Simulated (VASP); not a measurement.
# Ru (Pm-3m) in VASP: further runs, part 2 of 3

VASP 6.6.1. Earlier steps stand in the parts before.

## (3) Single point, BLYP (volume scaled by 1.12)

File INCAR:

```
SYSTEM = Ru
PREC     = Accurate       ! precision mode
ENCUT    = 520            ! plane-wave cutoff, eV
EDIFF    = 1E-7           ! SCF threshold, eV
ISMEAR   = -1             ! smearing method
SIGMA    = 0.1            ! smearing width, eV
LREAL    = .FALSE.        ! projectors in reciprocal space
LASPH    = .TRUE.         ! aspherical terms in the spheres
NELM     = 100            ! most SCF steps
ALGO     = Normal         ! electronic algorithm
ISIF     = 2              ! what is computed and relaxed
LWAVE    = .FALSE.        ! write WAVECAR
LCHARG   = .TRUE.         ! write CHGCAR
GGA      = B5             ! functional
ALDAX    = 1.0          
AGGAX    = 1.0          
AGGAC    = 1.0          
ALDAC    = 0.0          
LELF     = .TRUE.         ! ELF
LVHAR    = .TRUE.       
NBANDS   = 13             ! bands
```

File KPOINTS:

```
regular mesh
0
G
  14 14 14
  0 0 0
```

File POSCAR:

```
Ru
1.0
    2.6523124551      0.0000000000      0.0000000000
    0.0000000000      2.6523124551      0.0000000000
    0.0000000000      0.0000000000      2.6523124551
Ru
1
Direct
    0.0000000000      0.0000000000      0.0000000000
```

Potentials or basis: VASP PAW PBE potentials, release 64 (Ru_pv).

Started as:

```bash
$ cat potpaw_PBE.64/Ru_pv/POTCAR > POTCAR
$ mpirun -np 1 vasp_std > vasp.out
```

It took 17 s on 1 thread of Intel Xeon 6975P-C, shared host; peak memory 0.14 GiB.

Results (log left out):

| Property | Result |
| --- | --- |
| Free energy | -6.9705 eV |
| Pressure | -15.8 GPa |
| Band gap on the k mesh | zero (band 7 reaches 11.39 eV, above the bottom of band 8 at 7.93 eV) |

Levels at points of the mesh, in eV from the Fermi level:
```
           k point  band 5  band 6  band 7  band 8  band 9  band 10
(0.00, 0.00, 0.00)   -4.21   -4.21    1.23    1.23    1.23    10.79
(0.50, 0.00, 0.00)   -3.63   -0.74   -0.74    0.37    1.43     5.99
(0.50, 0.50, 0.00)   -2.93   -0.37   -0.37    2.72    5.34     5.34
(0.50, 0.50, 0.50)   -3.60   -3.60    2.85    2.85   10.03    10.79
```

Caveat: the cell differs from its parent crystal (volume scaled by 1.12); the PAW data sets were made with another functional, which shifts forces and pressure a little.

## (4) Relaxation of cell and atoms, BLYP

This run uses another cell than the first one, of 14.64 Å³/atom, 0.814 times its volume.

File INCAR:

```
PREC     = Accurate       # precision mode
ENCUT    = 600            # plane-wave cutoff, eV
EDIFF    = 1E-6           # SCF threshold, eV
ISMEAR   = -1             # smearing method
SIGMA    = 0.1            # smearing width, eV
LREAL    = F              # projectors in reciprocal space
LASPH    = T              # aspherical terms in the spheres
NELM     = 60             # most SCF steps
ALGO     = Normal         # electronic algorithm
ISIF     = 3              # what is computed and relaxed
LWAVE    = F              # write WAVECAR
LCHARG   = F              # write CHGCAR
GGA      = B5             # functional
ALDAX    = 1.0          
AGGAX    = 1.0          
AGGAC    = 1.0          
ALDAC    = 0.0          
IBRION   = 2              # ionic algorithm
NSW      = 80             # ionic steps
EDIFFG   = -0.01          # ionic threshold
```

File KPOINTS:

```
Automatic mesh
0
Gamma
  13 13 13
```

File POSCAR:

```
Ru
1.0
    2.4462764308      0.0000000000      0.0000000000
    0.0000000000      2.4462764308      0.0000000000
    0.0000000000      0.0000000000      2.4462764308
Ru
1
Direct
    0.0000000000      0.0000000000      0.0000000000
```

Potentials or basis: VASP PAW PBE potentials, release 64 (Ru_pv).

Started as:

```bash
$ cat potpaw_PBE.64/Ru_pv/POTCAR > POTCAR
$ mpirun -np 1 vasp_std > vasp.out
```

OUTCAR:

```text
PREC = Accurate
   ENCUT = 600
   EDIFF = 1E-6
   ISMEAR = -1
   LREAL = F
   LASPH = T
   NELM = 60
   ISIF = 3
   GGA = B5
   IBRION = 2
   NSW = 80
   EDIFFG = -0.01

 ion  position               nearest neighbor table
   1  0.000  0.000  0.000-

  LATTYP: Found a simple cubic cell.
 ALAT       =     2.4462764308

  Lattice vectors:

 A1 = (   2.4462764308,   0.0000000000,   0.0000000000)
 A2 = (   0.0000000000,   2.4462764308,   0.0000000000)
 A3 = (   0.0000000000,   0.0000000000,   2.4462764308)

Analysis of symmetry for initial positions (statically):
=====================================================================
 Subroutine PRICEL returns:
 Original cell was already a primitive cell.

 Routine SETGRP: Setting up the symmetry group for a
 simple cubic supercell.

 Subroutine GETGRP returns: Found 48 space group operations
 (whereof 48 operations were pure point group operations)
 out of a pool of 48 trial point group operations.

The static configuration has the point symmetry O_h .

Analysis of symmetry for dynamics (positions and initial velocities):
=====================================================================
 Subroutine PRICEL returns:
 Original cell was already a primitive cell.

 Routine SETGRP: Setting up the symmetry group for a
 simple cubic supercell.

 Subroutine GETGRP returns: Found 48 space group operations
 (whereof 48 operations were pure point group operations)
 out of a pool of 48 trial point group operations.

The dynamic configuration has the point symmetry O_h .

 Subroutine INISYM returns: Found 48 space group operations
 (whereof 48 operations are pure point group operations),
 and found     1 'primitive' translations

----------------------------------------------------------------------------------------

                                     Primitive cell

  volume of cell :      14.6392

[... 115 lines left out ...]
   LEPSILON=     F    determine dielectric tensor
   LRPA    =     F    only Hartree local field effects (RPA)
 conjugate gradient relaxation of ions
 non-spin polarized calculation
  energy-cutoff  :      600.00
  volume of cell :       14.64
 maximum number of plane-waves:       498
 NGX is ok and might be reduce to    20
   NGX =  9   NGY =  9   NGZ =  9

--------------------------------------- Ionic step        1  -------------------------------------------

 number of electron      14.0000002 magnetization

 Free energy of the ion-electron system (eV)
  ---------------------------------------------------
  ext. energy  EPLUGINS =         0.00000000
  ---------------------------------------------------
  free energy    TOTEN  =        -6.87819863 eV

  energy without entropy =       -6.83645844  energy(sigma->0) =       -6.85732854

------------------------ aborting loop because EDIFF is reached ----------------------------------------

  FORCE on cell =-STRESS in cart. coord.  units (eV):
  Direction    XX          YY          ZZ          XY          YZ          ZX
  --------------------------------------------------------------------------------------
  -------------------------------------------------------------------------------------
  Total        3.1372160      3.1372160      3.1372160      0.0000000      0.0000000     -0.0000000
  in kB      343.3510688    343.3510688    343.3510688      0.0000000      0.0000000     -0.0000000
  external PRESSURE =     343.3510688 kB  Pullay stress =       0.0000000 kB
[... 57 lines left out ...]
--------------------------------------- Ionic step        3  -------------------------------------------

 number of electron      14.0000010 magnetization

 E-fermi :   9.9645     XC(G=0): -11.9633

 val. band max:        9.9561090174   @ k =   0.3077   0.0769   0.0769
 cond. band min:       9.9926476186   @ k =   0.3846   0.2308   0.1538
 fundamental gap:      0.0365386012
 Fermi energy:         9.9644741513

 k-point     1 :       0.0000    0.0000    0.0000
  band No.  band energies     occupation
      1     -32.2448      2.00000
      2     -32.2448      2.00000
      3     -32.2448      2.00000
      4       3.4268      2.00000
      5       5.1266      2.00000
      6       5.1266      2.00000
      7      11.3978      0.00000
      8      11.3978      0.00000
      9      11.3978      0.00000
     10      20.6342      0.00000
     11      26.1940      0.00000
[... 391 lines left out ...]
--------------------------------------- Ionic step        5  -------------------------------------------

 number of electron      14.0000011 magnetization

 Free energy of the ion-electron system (eV)
  ---------------------------------------------------
  ext. energy  EPLUGINS =         0.00000000
  ---------------------------------------------------
  free energy    TOTEN  =        -7.07273754 eV

  energy without entropy =       -7.02007500  energy(sigma->0) =       -7.04640627

 E-fermi :  10.1791     XC(G=0): -12.0422

 val. band max:       10.1705159269   @ k =   0.3077   0.0769   0.0769
 cond. band min:      10.2065858970   @ k =   0.3846   0.2308   0.1538
 fundamental gap:      0.0360699700
 Fermi energy:        10.1791287669

 k-point     1 :       0.0000    0.0000    0.0000
  band No.  band energies     occupation
      1     -32.0396      2.00000
      2     -32.0396      2.00000
      3     -32.0396      2.00000
      4       3.5625      2.00000
      5       5.2462      2.00000
      6       5.2462      2.00000
      7      11.6454      0.00000
      8      11.6454      0.00000
      9      11.6454      0.00000
     10      20.8337      0.00000
     11      26.5152      0.00000
[... 350 lines left out ...]
  FREE ENERGIE OF THE ION-ELECTRON SYSTEM (eV)
  ---------------------------------------------------
  free  energy   TOTEN  =        -7.0727375398 eV

  energy  without entropy=       -7.0200750017  energy(sigma->0) =       -7.04640627

 reached required accuracy - stopping structural energy minimisation
```

OSZICAR:

```text
N       E                     dE             d eps       ncg     rms          rms(c)
DAV:   1     0.120652624001E+03    0.12065E+03   -0.94444E+03  1848   0.149E+03
DAV:   2    -0.548264891947E+01   -0.12614E+03   -0.12110E+03  1906   0.375E+02
DAV:   3    -0.716699305236E+01   -0.16843E+01   -0.16339E+01  2157   0.469E+01
[... 53 lines left out ...]
DAV:   1    -0.707474895533E+01   -0.20833E-02   -0.36134E-02  1857   0.274E+00    0.339E-01
DAV:   2    -0.707271144889E+01    0.20375E-02   -0.63028E-03  1860   0.974E-01    0.465E-02
DAV:   3    -0.707271611418E+01   -0.46653E-05   -0.10083E-04  1860   0.113E-01    0.310E-02
DAV:   4    -0.707273780632E+01   -0.21692E-04   -0.21813E-05  1932   0.415E-02    0.399E-03
DAV:   5    -0.707273753978E+01    0.26653E-06   -0.44678E-07  1056   0.881E-03
   5 F= -.70727375E+01 E0= -.70464063E+01  d E =-.194539E+00
```

Run time: 63 s. Hardware: 1 thread of Intel Xeon 6975P-C, shared host; peak memory 0.14 GiB.

Results:

- Free energy: -7.0727 eV
- Relaxed volume: 16.70 Å³/atom
- Relaxed cell: a = 2.556 Å, b = 2.556 Å, c = 2.556 Å, α = 90.00°, β = 90.00°, γ = 90.00°
- Space group after relaxing (to 0.05 Å): Pm-3m (No. 221)
- Energy gained by relaxing: 194.5 meV/atom
- Ionic steps: 5
- Pressure after relaxing: 0.0 GPa
- Band gap on the k mesh: zero (band 7 reaches 13.32 eV, above the bottom of band 8 at 9.33 eV)

Step by step:
```csv
step,energy change (eV),largest force (eV/Å),pressure (GPa),volume (Å³)
1,0.0000,0.0000,34.34,14.64
2,0.4331,0.0000,-26.59,22.34
3,-0.1927,0.0000,-2.53,16.94
4,-0.1945,0.0000,-0.51,16.75
5,-0.1945,0.0000,0.01,16.70
```

Final structure:
```
Ru
1.0
     2.55614    0.00000    0.00000
     0.00000    2.55614    0.00000
     0.00000    0.00000    2.55614
Ru
1
Direct
  0.00000 0.00000 0.00000
```

Caveat: the PAW data sets were made with another functional, which shifts forces and pressure a little.

(Part 2 of 3 ends here.)
